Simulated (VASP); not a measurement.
# Ir (Fm-3m) in VASP: notebook

Ir is run at these levels: RPBE+D3(BJ), PBE, PBE+D3(BJ), PBE+D4; tasks: relaxation of cell and atoms, single point.

Everything below comes from runs of VASP 6.6.1. Logs are shortened: lines on timing, memory, paths and dates and some standing lists are left out, and cuts for length are marked.

## (1) The cell of the first run

Symmetry: Fm-3m, No. 225, cubic system. The conventional cell has a = 3.831 Å, b = 3.831 Å, c = 3.831 Å, α = 90.00°, β = 90.00°, γ = 90.00°. Ir (site symmetry m-3m) has 12 Ir at 2.71 Å within 3.6 Å.

## (2) Relaxation of cell and atoms, RPBE+D3(BJ)

The input, INCAR:

```
PREC = Accurate ; ENCUT = 600
EDIFF = 1E-7 ; ISMEAR = -1
SIGMA = 0.05 ; LREAL = False
LASPH = True ; NELM = 100
ALGO = Normal ; ISIF = 3
LWAVE = False ; LCHARG = False
GGA = RP ; IVDW = 12
IBRION = 2 ; NSW = 80
EDIFFG = -0.02
```

The input, KPOINTS:

```
Automatic mesh
0
Gamma
  12 12 12
```

The input, POSCAR:

```
Ir
1.0
    0.0000000000      1.9156000000      1.9156000000
    1.9156000000      0.0000000000      1.9156000000
    1.9156000000      1.9156000000      0.0000000000
Ir
1
Direct
    0.0000000000      0.0000000000      0.0000000000
```

Potentials or basis: VASP PAW PBE potentials, release 64 (Ir).

Command:

```bash
$ cat potpaw_PBE.64/Ir/POTCAR > POTCAR
$ mpirun -np 1 vasp_std > vasp.out
```

OUTCAR:

```text
PREC = Accurate
   ENCUT = 600
   EDIFF = 1E-7
   ISMEAR = -1
   LREAL = False
   LASPH = True
   NELM = 100
   ISIF = 3
   GGA = RP
   IVDW = 12
   IBRION = 2
   NSW = 80
   EDIFFG = -0.02
 IVDW          = 12

 ion  position               nearest neighbor table
   1  0.000  0.000  0.000-

  LATTYP: Found a face centered cubic cell.
 ALAT       =     3.8312000000

  Lattice vectors:

 A1 = (   0.0000000000,   1.9156000000,   1.9156000000)
 A2 = (   1.9156000000,   0.0000000000,   1.9156000000)
 A3 = (   1.9156000000,   1.9156000000,   0.0000000000)

Analysis of symmetry for initial positions (statically):
[... 5 lines left out ...]
 face centered cubic supercell.

 Subroutine GETGRP returns: Found 48 space group operations
 (whereof 48 operations were pure point group operations)
 out of a pool of 48 trial point group operations.

The static configuration has the point symmetry O_h .

Analysis of symmetry for dynamics (positions and initial velocities):
[... 5 lines left out ...]
 face centered cubic supercell.

 Subroutine GETGRP returns: Found 48 space group operations
 (whereof 48 operations were pure point group operations)
 out of a pool of 48 trial point group operations.

The dynamic configuration has the point symmetry O_h .

 Subroutine INISYM returns: Found 48 space group operations
 (whereof 48 operations are pure point group operations),
 and found     1 'primitive' translations

----------------------------------------------------------------------------------------

                                     Primitive cell

  volume of cell :      14.0587

  direct lattice vectors                    reciprocal lattice vectors
     0.000000000  1.915600000  1.915600000    -0.261014826  0.261014826  0.261014826
     1.915600000  0.000000000  1.915600000     0.261014826 -0.261014826  0.261014826
     1.915600000  1.915600000  0.000000000     0.261014826  0.261014826 -0.261014826

  length of vectors
     2.709067500  2.709067500  2.709067500     0.452090940  0.452090940  0.452090940

  position of ions in fractional coordinates (direct lattice)
     0.000000000  0.000000000  0.000000000

  ion indices of the primitive-cell ions
   primitive index   ion index
                 1           1

----------------------------------------------------------------------------------------

 KPOINTS: Automatic mesh

Automatic generation of k-mesh.
 Grid dimensions read from file:
 generate k-points for:   12   12   12

 Generating k-lattice:

  Cartesian coordinates                     Fractional coordinates (reciprocal lattice)
    -0.021751235  0.021751235  0.021751235     0.083333333  0.000000000  0.000000000
     0.021751235 -0.021751235  0.021751235     0.000000000  0.083333333  0.000000000
     0.021751235  0.021751235 -0.021751235     0.000000000  0.000000000  0.083333333

  Length of vectors
     0.037674245  0.037674245  0.037674245

  Shift w.r.t. Gamma in fractional coordinates (k-lattice)
     0.000000000  0.000000000  0.000000000

 Subroutine IBZKPT returns following result:
 ===========================================

 Found     72 irreducible k-points:

 Following reciprocal coordinates:
            Coordinates               Weight
  0.000000  0.000000  0.000000      1.000000
  0.083333  0.000000  0.000000      8.000000
  0.166667  0.000000  0.000000      8.000000
  0.250000  0.000000  0.000000      8.000000
  0.333333  0.000000  0.000000      8.000000
  0.416667  0.000000  0.000000      8.000000
[... 16 lines left out ...]
  0.500000  0.166667  0.000000     24.000000
 -0.416667  0.166667  0.000000     24.000000
 [... further k-points ...]
   k-points           NKPTS =     72   k-points in BZ     NKDIM =     72   number of bands    NBANDS=      8
   number of dos      NEDOS =    301   number of ions     NIONS =      1
   total plane-waves  NPLWV =  13824
   dimension x,y,z NGX =    24 NGY =   24 NGZ =   24
   dimension x,y,z NGXF=    48 NGYF=   48 NGZF=   48
   ions per type =               1
   NGX,Y,Z   is equivalent  to a cutoff of  14.73, 14.73, 14.73 a.u.
   NGXF,Y,Z  is equivalent  to a cutoff of  29.46, 29.46, 29.46 a.u.
 SYSTEM =  unknown system
   PREC   = accura    normal or accurate (medium, high low for compatibility)
   ISTART =      0    job   : 0-new  1-cont  2-samecut
   ICHARG =      2    charge: 1-file 2-atom 10-const
   ISPIN  =      1    spin polarized calculation?
   LNONCOLLINEAR =      F non collinear calculations
   LSORBIT =      F    spin-orbit coupling
   LASPH  =      T    aspherical Exc in radial PAW
   ENCUT  =  600.0 eV  44.10 Ry    6.64 a.u.   5.41  5.41  5.41*2*pi/ulx,y,z
   NELM   =    100;   NELMIN=  2; NELMDL= -5     # of ELM steps
   EDIFF  = 0.1E-06   stopping-criterion for ELM
   LREAL  =      F    real-space projection
   EDIFFG = -.2E-01   stopping-criterion for IOM
   NSW    =     80    number of steps for IOM
   IBRION =      2    ionic relax: 0-MD 1-quasi-New 2-CG
[... 69 lines left out ...]
    total drift:                               -0.000000      0.000000     -0.000000

  FREE ENERGIE OF THE ION-ELECTRON SYSTEM (eV)
  ---------------------------------------------------
  free  energy   TOTEN  =       -12.4011278155 eV
[... 99 lines left out ...]
 VOLUME and BASIS-vectors are now :
 -----------------------------------------------------------------------------
  energy-cutoff  :      600.00
  volume of cell :       13.07
      direct lattice vectors                 reciprocal lattice vectors
     0.000000000  1.869667856  1.869667856    -0.267427179  0.267427179  0.267427179
     1.869667856  0.000000000  1.869667856     0.267427179 -0.267427179  0.267427179
     1.869667856  1.869667856  0.000000000     0.267427179  0.267427179 -0.267427179

 POSITION                                       TOTAL-FORCE (eV/Angst)
 -----------------------------------------------------------------------------------
      3.73934      3.73934      3.73934         0.000000      0.000000     -0.000000
 -----------------------------------------------------------------------------------
    total drift:                               -0.000000     -0.000000      0.000000

  FREE ENERGIE OF THE ION-ELECTRON SYSTEM (eV)
  ---------------------------------------------------
  free  energy   TOTEN  =       -12.5184331826 eV

  energy  without entropy=      -12.5143100267  energy(sigma->0) =      -12.51637160

--------------------------------------- Ionic step        5  -------------------------------------------

 number of electron       9.0000000 magnetization

 Free energy of the ion-electron system (eV)
  ---------------------------------------------------
  ext. energy  EPLUGINS =         0.00000000
  ---------------------------------------------------
  free energy    TOTEN  =        -7.95259078 eV

  energy without entropy =       -7.94851358  energy(sigma->0) =       -7.95055218

 E-fermi :  12.0716     XC(G=0): -14.4675

 val. band max:       12.0688131348   @ k =  -0.2500   0.0833   0.0000
 cond. band min:      12.1696430062   @ k =   0.4167   0.4167   0.0000
 fundamental gap:      0.1008298715
 Fermi energy:        12.0715933757

 k-point     1 :       0.0000    0.0000    0.0000
  band No.  band energies     occupation
      1      -0.0205      2.00000
      2       7.6022      2.00000
      3       7.6022      2.00000
      4       7.6022      2.00000
      5      10.6666      2.00000
      6      10.6666      2.00000
      7      26.1068      0.00000
      8      32.2265      0.00000

 k-point     2 :       0.0833    0.0000    0.0000
  band No.  band energies     occupation
      1       0.3151      2.00000
      2       7.4182      2.00000
      3       7.7485      2.00000
      4       7.7485      2.00000
      5      10.5691      2.00000
      6      10.5691      2.00000
      7      26.7037      0.00000
      8      30.7302      0.00000

 k-point     3 :       0.1667    0.0000    0.0000
  band No.  band energies     occupation
      1       1.2256      2.00000
      2       7.0565      2.00000
      3       8.0446      2.00000
      4       8.0446      2.00000
      5      10.4714      2.00000
      6      10.4714      2.00000
      7      27.8754      0.00000
      8      28.7008      0.00000
[... 210 lines left out ...]
 k-point    23 :       0.5000    0.1667    0.0000
  band No.  band energies     occupation
      1       3.9459      2.00000
      2       6.5634      2.00000
      3       8.2863      2.00000
      4       8.5257      2.00000
      5      13.1678      0.00000
      6      15.5153      0.00000
      7      20.3758      0.00000
      8      27.7258      0.00000

 k-point    24 :      -0.4167    0.1667    0.0000
  band No.  band energies     occupation
      1       4.0271      2.00000
      2       6.5891      2.00000
      3       8.3946      2.00000
      4       8.6610      2.00000
      5      12.5500      0.00014
      6      16.1684      0.00000
      7      20.0961      0.00000
      8      27.6247      0.00000

 [... further k-points ...]

------------------------ aborting loop because EDIFF is reached ----------------------------------------

 Edisp (eV)   -4.56653

 E8    (eV) :    -3.1272

  FORCE on cell =-STRESS in cart. coord.  units (eV):
  Direction    XX          YY          ZZ          XY          YZ          ZX
  --------------------------------------------------------------------------------------
  -------------------------------------------------------------------------------------
  Total       0.00467     0.00467     0.00467     0.00000    -0.00000     0.00000
  in kB       0.57625     0.57625     0.57625     0.00000    -0.00000     0.00000
  external pressure =        0.58 kB  Pullay stress =        0.00 kB

 VOLUME and BASIS-vectors are now :
 -----------------------------------------------------------------------------
  energy-cutoff  :      600.00
  volume of cell :       12.99
      direct lattice vectors                 reciprocal lattice vectors
     0.000000000  1.866001358  1.866001358    -0.267952645  0.267952645  0.267952645
     1.866001358  0.000000000  1.866001358     0.267952645 -0.267952645  0.267952645
     1.866001358  1.866001358  0.000000000     0.267952645  0.267952645 -0.267952645

 POSITION                                       TOTAL-FORCE (eV/Angst)
 -----------------------------------------------------------------------------------
      0.00000      0.00000      0.00000         0.000000      0.000000     -0.000000
 -----------------------------------------------------------------------------------
    total drift:                               -0.000000     -0.000000      0.000000

  FREE ENERGIE OF THE ION-ELECTRON SYSTEM (eV)
  ---------------------------------------------------
  free  energy   TOTEN  =       -12.5191217604 eV

  energy  without entropy=      -12.5150445558  energy(sigma->0) =      -12.51708316

 reached required accuracy - stopping structural energy minimisation
```

Run time: 96 s. Hardware: 1 thread of Intel Xeon 6975P-C, shared host; peak memory 0.18 GiB.

What came out:

* Free energy: -12.5191 eV
* Relaxed volume: 12.99 Å³/atom
* Relaxed cell: a = 2.639 Å, b = 2.639 Å, c = 2.639 Å, α = 60.00°, β = 60.00°, γ = 60.00°
* Space group after relaxing (to 0.05 Å): Fm-3m (No. 225)
* Energy gained by relaxing: 118.0 meV/atom
* Ionic steps: 5
* Pressure after relaxing: 0.1 GPa
* Dispersion energy per atom: -4.567 eV

The path:
| step | energy change (eV) | largest force (eV/Å) | pressure (GPa) | volume (Å³) |
| --- | --- | --- | --- | --- |
| 1 | 0.0000 | 0.0000 | -32.93 | 14.06 |
| 2 | 3.8535 | 0.0000 | 444.20 | 8.96 |
| 3 | -0.1143 | 0.0000 | -6.63 | 13.17 |
| 4 | -0.1173 | 0.0000 | -2.89 | 13.07 |
| 5 | -0.1180 | 0.0000 | 0.06 | 12.99 |

Final structure:
```
CELL_PARAMETERS angstrom
0.00000 1.86600 1.86600
1.86600 0.00000 1.86600
1.86600 1.86600 0.00000
ATOMIC_POSITIONS crystal
Ir 0.00000 0.00000 0.00000
```

Levels at points of the mesh, in eV from the Fermi level:
```csv
k point,band 1,band 2,band 3,band 4,band 5,band 6,band 7,band 8
"(0.00, 0.00, 0.00)",-12.09,-4.47,-4.47,-4.47,-1.40,-1.40,14.04,20.15
"(0.50, 0.00, 0.00)",-9.08,-4.61,-4.61,-1.02,1.00,1.00,8.16,13.61
"(0.50, 0.50, 0.00)",-9.01,-8.37,0.97,1.67,1.68,1.68,11.73,12.08
```

Caveat: the PAW data sets were made with another functional, which shifts forces and pressure a little; spin-orbit coupling is left out, which moves the levels of the heavy elements; pairwise dispersion overbinds metals, which lowers pressure and volume.

## (3) Single point, PBE

The input, INCAR:

```
SYSTEM = Ir
PREC = Accurate ; ENCUT = 520
EDIFF = 1E-6 ; ISMEAR = 0
SIGMA = 0.025 ; LREAL = .FALSE.
LASPH = .TRUE. ; NELM = 100
ALGO = Normal ; ISIF = 2
LWAVE = .FALSE. ; LCHARG = .FALSE.
GGA = PE ; NBANDS = 10
```

The input, KPOINTS:

```
regular mesh
0
G
  12 12 12
  0 0 0
```

POSCAR is that of step 2.

Potentials or basis: VASP PAW PBE potentials, release 64 (Ir).

Command:

```bash
$ cat potpaw_PBE.64/Ir/POTCAR > POTCAR
$ mpirun -np 1 vasp_std > vasp.out
```

Wall time 12 s (1 thread of Intel Xeon 6975P-C, shared host); peak memory 0.13 GiB.

It converged, with:

* Free energy: -8.8514 eV
* Pressure: 11.8 GPa

Levels at points of the mesh, in eV from the Fermi level:
```csv
k point,band 1,band 2,band 3,band 4,band 5,band 6,band 7,band 8,band 9
"(0.00, 0.00, 0.00)",-11.22,-3.95,-3.95,-3.95,-1.24,-1.24,14.29,19.91,19.91
"(0.50, 0.00, 0.00)",-8.20,-4.06,-4.06,-0.81,0.88,0.88,7.30,13.83,19.82
"(0.50, 0.50, 0.00)",-8.02,-7.44,0.84,1.46,1.46,1.67,10.57,11.71,11.71
```

Caveat: spin-orbit coupling is left out, which moves the levels of the heavy elements.

## (4) Single point, PBE+D3(BJ)

This run uses another cell than the first one, of 14.15 Å³/atom, 1.006 times its volume.

The input, INCAR:

```
SYSTEM = Ir
  ALGO = Normal
  EDIFF = 1E-6
  ENCUT = 520
  GGA = PE
  ISIF = 2
  ISMEAR = -1
  IVDW = 12
  LASPH = .True.
  LCHARG = .False.
  LREAL = .False.
  LWAVE = .False.
  NBANDS = 10
  NELM = 80
  PREC = Accurate
  SIGMA = 0.05
```

The input, KPOINTS:

```
k-points
0
Gamma
  12 12 12
  0 0 0
```

The input, POSCAR:

```
Ir
1.0
    0.0000000000      1.9196104747      1.9196104747
    1.9196104747      0.0000000000      1.9196104747
    1.9196104747      1.9196104747      0.0000000000
Ir
1
Direct
    0.0000000000      0.0000000000      0.0000000000
```

Command:

```bash
$ cat potpaw_PBE.64/Ir/POTCAR > POTCAR
$ mpirun -np 1 vasp_std > vasp.out
```

It took 12 s on 1 thread of Intel Xeon 6975P-C, shared host; peak memory 0.14 GiB.

The run converged. Its results:

```
Free energy                : -9.5947 eV
Pressure                   : 0.6 GPa
Dispersion energy per atom : -0.735 eV
```

Levels at points of the mesh, in eV from the Fermi level:
```csv
k point,band 2,band 3,band 4,band 5,band 6,band 7
"(0.00, 0.00, 0.00)",-3.92,-3.92,-3.92,-1.23,-1.23,14.30
"(0.50, 0.00, 0.00)",-4.02,-4.02,-0.79,0.86,0.86,7.23
"(0.50, 0.50, 0.00)",-7.37,0.83,1.44,1.44,1.67,10.48
```

Caveat: spin-orbit coupling is left out, which moves the levels of the heavy elements; pairwise dispersion overbinds metals, which lowers pressure and volume.

## (5) Single point, PBE+D4

This run uses another cell than the first one, of 14.12 Å³/atom, 1.004 times its volume.

The input, INCAR:

```
SYSTEM = Ir
PREC = Accurate
ENCUT = 520
EDIFF = 1E-7
ISMEAR = -1
SIGMA = 0.05
LREAL = .FALSE.
LASPH = .TRUE.
NELM = 80
ALGO = Fast
ISIF = 2
LWAVE = .FALSE.
LCHARG = .FALSE.
GGA = PE
IVDW = 13
NBANDS = 10
```

The input, KPOINTS:

```
Automatic mesh
0
G
  12 12 12
  0 0 0
```

The input, POSCAR:

```
Ir
1.0
    0.0000000000      1.9182759145      1.9182759145
    1.9182759145      0.0000000000      1.9182759145
    1.9182759145      1.9182759145      0.0000000000
Ir
1
Direct
    0.0000000000      0.0000000000      0.0000000000
```

Command:

```bash
$ cat potpaw_PBE.64/Ir/POTCAR > POTCAR
$ mpirun -np 1 vasp_std > vasp.out
```

It took 24 s on 1 thread of Intel Xeon 6975P-C, shared host; peak memory 0.13 GiB.

The run converged. Its results:

```
Free energy                : -9.7832 eV
Pressure                   : 0.6 GPa
Dispersion energy per atom : -0.925 eV
```

Levels at points of the mesh, in eV from the Fermi level:
| k point | band 1 | band 2 | band 3 | band 4 | band 5 | band 6 | band 7 | band 8 |
| --- | --- | --- | --- | --- | --- | --- | --- | --- |
| (0.00, 0.00, 0.00) | -11.17 | -3.93 | -3.93 | -3.93 | -1.24 | -1.24 | 14.29 | 19.89 |
| (0.50, 0.00, 0.00) | -8.15 | -4.04 | -4.04 | -0.80 | 0.87 | 0.87 | 7.25 | 13.83 |
| (0.50, 0.50, 0.00) | -7.97 | -7.39 | 0.83 | 1.45 | 1.45 | 1.67 | 10.51 | 11.69 |

Caveat: spin-orbit coupling is left out, which moves the levels of the heavy elements; pairwise dispersion overbinds metals, which lowers pressure and volume.

## (6) The runs side by side

```csv
task,level,cell,cutoff (eV),smearing,gap on the mesh (eV),pressure (GPa)
relaxation of cell and atoms,RPBE+D3(BJ),"relaxed from a = 2.709 Å, angles 60.0°, 1 atom",600,fermi-dirac 0.05 eV,none,0.1
single point,PBE,"a = 2.709 Å, angles 60.0°, 1 atom",520,gaussian 0.025 eV,none,11.8
single point,PBE+D3(BJ),"a = 2.715 Å, angles 60.0°, 1 atom",520,fermi-dirac 0.05 eV,none,0.6
single point,PBE+D4,"a = 2.713 Å, angles 60.0°, 1 atom",520,fermi-dirac 0.05 eV,none,0.6
```

Alike in all rows: potentials or basis VASP PAW PBE potentials, release 64 (Ir); no spin polarisation; k mesh 12 × 12 × 12.

Caveats: spin-orbit coupling is left out, which moves the levels of the heavy elements; pairwise dispersion overbinds metals, which lowers pressure and volume (some runs); the PAW data sets were made with another functional, which shifts forces and pressure a little (some runs).

Total energies depend on the potentials used, so only differences within one code and one set of settings carry meaning.
